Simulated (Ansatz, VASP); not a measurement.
SrTe: VASP beside Ansatz

```xyz
2
Lattice="0.0000 3.4402 3.4402 3.4402 0.0000 3.4402 3.4402 3.4402 0.0000" Properties=species:S:1:pos:R:3 pbc="T T T"
Sr    3.4402    3.4402    3.4402
Te    0.0000    0.0000    0.0000
```

Alike in both runs: task single point; functional BLYP; k mesh 6 × 6 × 6; occupations gaussian, width 0.05 eV; no spin polarisation.

|  | VASP | Ansatz |
| --- | --- | --- |
| version | VASP 6.6.1 | Ansatz 0.2.0 |
| potentials or method | VASP PAW PBE potentials, release 64 (Sr_sv, Te), cutoff 500 eV | scalar-relativistic, plane waves, PAW |
| valence electrons in the cell | 16 | 26 |

VASP gave:

- gap on the k mesh at the Fermi level (eV): 2.04
- least direct gap on the mesh (eV): 2.63
- pressure (GPa): -0.4

Task: Which values does Ansatz return?

Result: gap on the k mesh at the Fermi level (eV): 2.07; least direct gap on the mesh (eV): 2.60; pressure (GPa): -0.6.

VASP's potentials were made for PBE, not for BLYP. VASP's potentials hold 16 valence electrons a cell and Ansatz's 26, so a difference there can come from the potentials and not from the codes.

Spin-orbit coupling is off throughout.
